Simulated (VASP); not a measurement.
The system is WSe2.

```
W Se
1.0
     3.27902    0.00000    0.00000
    -1.63951    2.83971    0.00000
     0.00000    0.00000   12.78851
W Se
2 4
Direct
  0.33333 0.66667 0.25000
  0.66667 0.33333 0.75000
  0.33333 0.66667 0.61829
  0.66667 0.33333 0.11829
  0.33333 0.66667 0.88171
  0.66667 0.33333 0.38171
```

```yaml
Program: VASP 6.6.1
Task: relaxation of cell and atoms
Functional: LDA
Potentials_or_basis: VASP PAW LDA potentials, release 64 (W_sv, Se)
Cutoff: 600 eV
k_mesh: 9 × 9 × 2
Occupations: gaussian, width 0.02 eV
Spin: no spin polarisation
```

At the start: pressure -3.2 GPa; volume 19.85 Å³/atom.

How do energy, volume and symmetry change on relaxing?

Over 12 steps the energy falls by 4.9 meV/atom and the volume is 19.62 Å³/atom (-1.1 %); space group P6_3/mmc (No. 194, to 0.05 Å).

Step by step:
```tsv
step	energy change (eV)	largest force (eV/Å)	pressure (GPa)	volume (Å³)
1	0.0000	0.4142	-3.23	119.08
2	0.1171	1.0347	8.29	112.32
3	-0.0270	0.0109	-0.08	116.98
4	-0.0270	0.0021	-0.02	116.93
5	-0.0279	0.0294	0.07	116.84
6	-0.0280	0.0382	0.09	116.81
7	-0.0283	0.0366	0.04	116.95
8	-0.0289	0.0317	-0.07	117.38
9	-0.0288	0.0227	-0.28	118.22
10	-0.0291	0.0271	-0.16	117.76
11	-0.0290	0.0283	0.19	117.66
12	-0.0291	0.0001	0.00	117.71
```

Final structure:
```yaml
crystal:
  lattice:
    - [3.25472, 0.00000, 0.00000]
    - [-1.62736, 2.81867, 0.00000]
    - [0.00000, 0.00000, 12.83125]
  atoms:
    - { symbol: W, position: [0.33333, 0.66667, 0.25000] }
    - { symbol: W, position: [0.66667, 0.33333, 0.75000] }
    - { symbol: Se, position: [0.33333, 0.66667, 0.61981] }
    - { symbol: Se, position: [0.66667, 0.33333, 0.11981] }
    - { symbol: Se, position: [0.33333, 0.66667, 0.88019] }
    - { symbol: Se, position: [0.66667, 0.33333, 0.38019] }
```
